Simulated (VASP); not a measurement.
Input of a VASP 6.6.1 run:

The input INCAR:

```
PREC = Accurate
ENCUT = 520
EDIFF = 1E-7
ISMEAR = 0
SIGMA = 0.1
LREAL = F
LASPH = T
NELM = 80
ALGO = Fast
ISIF = 2
LWAVE = F
LCHARG = F
GGA = PE
NBANDS = 11
```

Contents of KPOINTS:

```
Automatic mesh
0
Gamma
  18 18 18
```

The input POSCAR:

```
Pd
1.0
    0.0000000000      1.9711269007      1.9711269007
    1.9711269007      0.0000000000      1.9711269007
    1.9711269007      1.9711269007      0.0000000000
Pd
1
Direct
    0.0000000000      0.0000000000      0.0000000000
```

Potentials or basis: VASP PAW PBE potentials, release 64 (Pd).

Run with:

```sh
$ cat potpaw_PBE.64/Pd/POTCAR > POTCAR
$ mpirun -np 1 vasp_std > vasp.out
```

Problem. Predict the band gap on the k mesh.

Solution. Zero (band 5 reaches 9.43 eV, above the bottom of band 6 at 7.94 eV).

Problem. What does it give for the pressure?

Solution. -0.3 GPa.
